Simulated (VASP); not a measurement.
# BiTe (R-3m) in VASP: further runs, part 2 of 2

VASP 6.6.1. Earlier steps stand in the parts before.

## (4) Single point, r2SCAN

This run uses another cell than the first one, of 34.40 Å³/atom, 1.041 times its volume.

Contents of POSCAR:

```
BiTe
1.0
    2.4387526627      1.4080145063      3.3392614156
   -2.4387526627      1.4080145063      3.3392614156
    0.0000000000     -2.8160290126      3.3392614156
Bi Te
1 1
Direct
    0.5000000000      0.5000000000      0.5000000000
    0.0000000000      0.0000000000      0.0000000000
```

Contents of INCAR.step1:

```
SYSTEM = BiTe
PREC = Accurate
ENCUT = 520
ISMEAR = -1
SIGMA = 0.05
LREAL = .FALSE.
LASPH = .TRUE.
NELM = 60
NBANDS = 18
GGA = PE
ALGO = Normal
EDIFF = 1E-4
LWAVE = .TRUE.
LCHARG = .FALSE.
```

Contents of INCAR.step2:

```
SYSTEM = BiTe
PREC = Accurate
ENCUT = 520
EDIFF = 1E-6
ISMEAR = -1
SIGMA = 0.05
LREAL = .FALSE.
LASPH = .TRUE.
NELM = 60
ALGO = Normal
ISIF = 2
LWAVE = .FALSE.
LCHARG = .FALSE.
METAGGA = R2SCAN
LMIXTAU = .TRUE.
NBANDS = 18
ISTART = 1
```

Contents of KPOINTS:

```
Automatic mesh
0
G
  7 7 7
  0 0 0
```

Started as:

```bash
cat potpaw_PBE.64/Bi_d/POTCAR potpaw_PBE.64/Te/POTCAR > POTCAR
cp INCAR.step1 INCAR
mpirun -np 1 vasp_std > vasp.out
cp INCAR.step2 INCAR
mpirun -np 1 vasp_std > vasp.out
```

Run time: 2.7 min. Hardware: 1 thread of Intel Xeon 8259CL, shared host; peak memory 0.22 GiB.

The run converged. Its results:

```
Free energy : -84.0159 eV
Pressure    : -1.6 GPa
```

Stress tensor (GPa, compression positive):
```
-1.69  0.00  0.00
 0.00 -1.69  0.00
 0.00  0.00 -1.28
```

Levels at points of the mesh, in eV from the Fermi level:
```
           k point  band 8  band 9  band 10  band 11  band 12  band 13
(0.00, 0.00, 0.00)   -3.12   -3.12    -1.81     1.84     2.58     2.58
```

Caveat: the PAW data sets were made with another functional, which shifts forces and pressure a little; spin-orbit coupling is left out, which moves the levels of the heavy elements.

## (5) Single point, r2SCAN

This run uses another cell than the first one, of 35.07 Å³/atom, 1.061 times its volume.

Contents of POSCAR:

```
BiTe
1.0
    2.4545891627      1.4171577139      3.3609455389
   -2.4545891627      1.4171577139      3.3609455389
    0.0000000000     -2.8343154277      3.3609455389
Bi Te
1 1
Direct
    0.5000000000      0.5000000000      0.5000000000
    0.0000000000      0.0000000000      0.0000000000
```

Contents of INCAR.step1:

```
SYSTEM = BiTe
ALGO     = Normal         ! electronic algorithm
EDIFF    = 1E-4           ! SCF threshold, eV
ENCUT    = 520            ! plane-wave cutoff, eV
GGA      = PE             ! functional
ISMEAR   = -1             ! smearing method
LASPH    = .TRUE.         ! aspherical terms in the spheres
LCHARG   = .FALSE.        ! write CHGCAR
LREAL    = .FALSE.        ! projectors in reciprocal space
LWAVE    = .TRUE.         ! write WAVECAR
NBANDS   = 18             ! bands
NELM     = 60             ! most SCF steps
PREC     = Accurate       ! precision mode
SIGMA    = 0.05           ! smearing width, eV
```

Contents of INCAR.step2:

```
SYSTEM = BiTe
ALGO     = Normal         ! electronic algorithm
EDIFF    = 1E-6           ! SCF threshold, eV
ENCUT    = 520            ! plane-wave cutoff, eV
ISIF     = 2              ! what is computed and relaxed
ISMEAR   = -1             ! smearing method
ISTART   = 1            
LASPH    = .TRUE.         ! aspherical terms in the spheres
LCHARG   = .FALSE.        ! write CHGCAR
LMIXTAU  = .TRUE.       
LREAL    = .FALSE.        ! projectors in reciprocal space
LWAVE    = .FALSE.        ! write WAVECAR
METAGGA  = R2SCAN         ! meta-GGA
NBANDS   = 18             ! bands
NELM     = 60             ! most SCF steps
PREC     = Accurate       ! precision mode
SIGMA    = 0.05           ! smearing width, eV
```

Contents of KPOINTS:

```
k-points
0
G
  7 7 7
  0 0 0
```

Potentials or basis: VASP PAW PBE potentials, release 64 (Bi_d, Te).

Started as:

```bash
cat potpaw_PBE.64/Bi_d/POTCAR potpaw_PBE.64/Te/POTCAR > POTCAR
cp INCAR.step1 INCAR
mpirun -np 1 vasp_std > vasp.out
cp INCAR.step2 INCAR
mpirun -np 1 vasp_std > vasp.out
```

OUTCAR:

```text
SYSTEM = BiTe
   EDIFF = 1E-6
   ENCUT = 520
   ISIF = 2
   ISMEAR = -1
   ISTART = 1
   LASPH = .TRUE.
   LREAL = .FALSE.
   METAGGA = R2SCAN
   NELM = 60
   PREC = Accurate

 ion  position               nearest neighbor table
   1  0.500  0.500  0.500-   2 3.30   2 3.30   2 3.30   2 3.30   2 3.30   2 3.30
   2  0.000  0.000  0.000-   1 3.30   1 3.30   1 3.30   1 3.30   1 3.30   1 3.30

  LATTYP: Found a trigonal (rhomboedric) cell.
 ALAT       =     4.3965098498
 COS(alpha) =     0.3765932224

  Lattice vectors:

 A1 = (   2.4545891627,   1.4171577139,   3.3609455389)
 A2 = (  -2.4545891627,   1.4171577139,   3.3609455389)
 A3 = (   0.0000000000,  -2.8343154277,   3.3609455389)

Analysis of symmetry for initial positions (statically):
=====================================================================
 Subroutine PRICEL returns:
 Original cell was already a primitive cell.

 Routine SETGRP: Setting up the symmetry group for a
 trigonal (rhombohedral) supercell.

 Subroutine GETGRP returns: Found 12 space group operations
 (whereof 12 operations were pure point group operations)
 out of a pool of 12 trial point group operations.

[... 155 lines left out ...]
  ---------------------------------------------------
  ext. energy  EPLUGINS =         0.00000000
  ---------------------------------------------------
  free energy    TOTEN  =       -83.99954696 eV

  energy without entropy =      -83.98716167  energy(sigma->0) =      -83.99335431

 E-fermi :   6.1526     XC(G=0):  -9.8489

 val. band max:        6.1284469617   @ k =  -0.4286   0.2857   0.2857
 cond. band min:       6.2080574879   @ k =  -0.4286   0.2857   0.2857
 fundamental gap:      0.0796105262
 Fermi energy:         6.1526387488

 k-point     1 :       0.0000    0.0000    0.0000
  band No.  band energies     occupation
      1     -17.8487      2.00000
      2     -17.8487      2.00000
      3     -17.8243      2.00000
      4     -17.8243      2.00000
      5     -17.8062      2.00000
      6      -7.6873      2.00000
[... 481 lines left out ...]
      5     -17.8053      2.00000
      6      -6.4739      2.00000
[... 10 lines left out ...]
     17      15.6760      0.00000
     18      16.7897      0.00000

 [... further k-points ...]
[... 5 lines left out ...]
  --------------------------------------------------------------------------------------
  -------------------------------------------------------------------------------------
  Total       -1.1401561     -1.1401561     -0.8551232     -0.0000000     -0.0000000      0.0000000
  in kB      -26.0414505    -26.0414505    -19.5312273     -0.0000000     -0.0000000      0.0000000
  external PRESSURE =     -23.8713761 kB  Pullay stress =       0.0000000 kB

 VOLUME and BASIS-vectors are now :
 -----------------------------------------------------------------------------
  energy-cutoff  :      520.00
  volume of cell :       70.15
      direct lattice vectors                 reciprocal lattice vectors
     2.454589163  1.417157714  3.360945539     0.203700076  0.117606294  0.099178439
    -2.454589163  1.417157714  3.360945539    -0.203700076  0.117606294  0.099178439
     0.000000000 -2.834315428  3.360945539     0.000000000 -0.235212588  0.099178439

 POSITION                                       TOTAL-FORCE (eV/Angst)
 -----------------------------------------------------------------------------------
      0.00000      0.00000      5.04142         0.000000     -0.000000      0.000000
      0.00000      0.00000      0.00000        -0.000000      0.000000     -0.000000
 -----------------------------------------------------------------------------------
    total drift:                               -0.000000     -0.000000      0.000000

  FREE ENERGIE OF THE ION-ELECTRON SYSTEM (eV)
  ---------------------------------------------------
  free  energy   TOTEN  =       -83.9995469574 eV

  energy  without entropy=      -83.9871616695  energy(sigma->0) =      -83.99335431
```

OUTCAR.step1:

```text
SYSTEM = BiTe
   EDIFF = 1E-4
   ENCUT = 520
   GGA = PE
   ISMEAR = -1
   LASPH = .TRUE.
   LREAL = .FALSE.
[... 725 lines left out ...]
      0.00000      0.00000      5.04142        -0.000000      0.000000      0.000000
      0.00000      0.00000      0.00000         0.000000     -0.000000     -0.000000
 -----------------------------------------------------------------------------------
    total drift:                               -0.000000     -0.000000      0.000000

  FREE ENERGIE OF THE ION-ELECTRON SYSTEM (eV)
  ---------------------------------------------------
  free  energy   TOTEN  =        -7.1618543511 eV

  energy  without entropy=       -7.1500490516  energy(sigma->0) =       -7.15595170
```

OSZICAR.step1:

```text
N       E                     dE             d eps       ncg     rms          rms(c)
DAV:   1     0.157423059400E+03    0.15742E+03   -0.98192E+03  1584   0.111E+03
DAV:   2     0.484924762446E+01   -0.15257E+03   -0.14843E+03  1690   0.302E+02
DAV:   3    -0.686198611916E+01   -0.11711E+02   -0.11613E+02  1914   0.881E+01
DAV:   4    -0.720102388178E+01   -0.33904E+00   -0.33874E+00  1972   0.162E+01
DAV:   5    -0.721389566954E+01   -0.12872E-01   -0.12871E-01  2156   0.291E+00    0.561E+00
DAV:   6    -0.715765640861E+01    0.56239E-01   -0.18919E-01  2254   0.245E+00    0.346E+00
DAV:   7    -0.716146612148E+01   -0.38097E-02   -0.36332E-02  1826   0.922E-01    0.854E-01
DAV:   8    -0.716170962366E+01   -0.24350E-03   -0.47043E-03  1836   0.458E-01    0.160E-01
DAV:   9    -0.716185340815E+01   -0.14378E-03   -0.58714E-04  1884   0.147E-01    0.596E-02
DAV:  10    -0.716185435106E+01   -0.94291E-06   -0.28612E-05   914   0.332E-02
   1 F= -.71618544E+01 E0= -.71559517E+01  d E =-.118053E-01
```

Run time: 4 min. Hardware: 1 thread of Intel Xeon 8259CL, shared host; peak memory 0.25 GiB.

Results:

```
Free energy : -83.9995 eV
Pressure    : -2.4 GPa
```

Levels at points of the mesh, in eV from the Fermi level:
| k point | band 8 | band 9 | band 10 | band 11 | band 12 | band 13 |
| --- | --- | --- | --- | --- | --- | --- |
| (0.00, 0.00, 0.00) | -3.05 | -3.05 | -1.77 | 1.80 | 2.53 | 2.53 |

Caveat: the PAW data sets were made with another functional, which shifts forces and pressure a little; spin-orbit coupling is left out, which moves the levels of the heavy elements.

## (6) Overview

| cell | gap on the mesh (eV) | pressure (GPa) |
| --- | --- | --- |
| a = 4.310 Å, angles 67.9°, 2 atoms | none | 0.4 |
| a = 4.339 Å, angles 67.9°, 2 atoms | none | -0.6 |
| a = 4.368 Å, angles 67.9°, 2 atoms | none | -1.6 |
| a = 4.397 Å, angles 67.9°, 2 atoms | none | -2.4 |

Alike in all rows: task single point; level r2SCAN; potentials or basis VASP PAW PBE potentials, release 64 (Bi_d, Te); no spin polarisation; k mesh 7 × 7 × 7; cutoff (eV) 520; smearing fermi-dirac 0.05 eV.

Caveats: the PAW data sets were made with another functional, which shifts forces and pressure a little; spin-orbit coupling is left out, which moves the levels of the heavy elements.

Absolute energies hang on the potentials; compare differences alone.
